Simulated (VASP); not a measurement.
A run of VASP 6.6.1:

The input INCAR:

```
SYSTEM = Ni
  PREC = Accurate
  ENCUT = 520
  EDIFF = 1E-6
  ISMEAR = -1
  SIGMA = 0.05
  LREAL = .FALSE.
  LASPH = .TRUE.
  NELM = 150
  ALGO = Normal
  ISIF = 2
  LWAVE = .FALSE.
  LCHARG = .TRUE.
  ISPIN = 2
  MAGMOM = 1 1 1 1 1
  LORBIT = 11
  LMAXMIX = 4
  LDIPOL = .TRUE.
  IDIPOL = 3
  DIPOL = 0.5 0.5 0.500
  GGA = PE
  LELF = .TRUE.
  LVHAR = .TRUE.
  LVACPOTAV = .TRUE.
  NBANDS = 37
  EFIELD = -0.2
```

File KPOINTS:

```
regular mesh
0
G
  15 10 1
  0 0 0
```

POSCAR

```
Ni
1.0
    2.4880369134      0.0000000000      0.0000000000
    0.0000000000      3.5186155466      0.0000000000
    0.0000000000      0.0000000000     20.9761000000
Ni
5
Direct
    0.0000000000      0.0000000000      0.3860411454
    0.5000000000      0.5000000000      0.4386670200
    0.0000000000      0.0000000000      0.5000002784
    0.5000000000      0.5000000000      0.5613327553
    0.0000000000      0.0000000000      0.6139588009
```

Potentials or basis: VASP PAW PBE potentials, release 64 (Ni).

Launch:

```sh
$ cat potpaw_PBE.64/Ni/POTCAR > POTCAR
$ mpirun -np 1 vasp_std > vasp.out
```

Hardware: 1 thread of Intel Xeon 8259CL, with other jobs on the host.

Task: How long does it take, and how much memory?

Result: It took 54 min on 1 thread of Intel Xeon 8259CL (shared host), peak memory 0.64 GiB. Counts: scf iterations 43, k points 48.
